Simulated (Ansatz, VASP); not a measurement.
**Two plane-wave programs on C**

```xyz
2
Lattice="0.0000 1.7470 1.7470 1.7470 0.0000 1.7470 1.7470 1.7470 0.0000" Properties=species:S:1:pos:R:3 pbc="T T T"
C     2.6204    2.6204    2.6204
C     1.7470    1.7470    1.7470
```

Alike in both runs: task single point; functional revPBE; k mesh 13 × 13 × 13; occupations fermi-dirac, width 0.05 eV; no spin polarisation.

```csv
,VASP,Ansatz
version,VASP 6.6.1,Ansatz 0.2.0
potentials or method,"VASP PAW PBE potentials, release 64 (C)",Ansatz PAW
plane-wave cutoff (eV),520,420
valence electrons in the cell,8,8
```

```tsv
	VASP	Ansatz	Ansatz less VASP
gap on the k mesh at the Fermi level (eV)	4.26	4.28	+0.012
least direct gap on the mesh (eV)	5.76	5.77	+0.010
```

VASP's potentials were made for PBE, not for revPBE. With one functional, cell and mesh, what is left measures potentials, basis and numerics.

Noted on Ansatz's run: odd divisions of the mesh miss points on the zone boundary, where band edges often lie, so the gap on the mesh can be too wide.
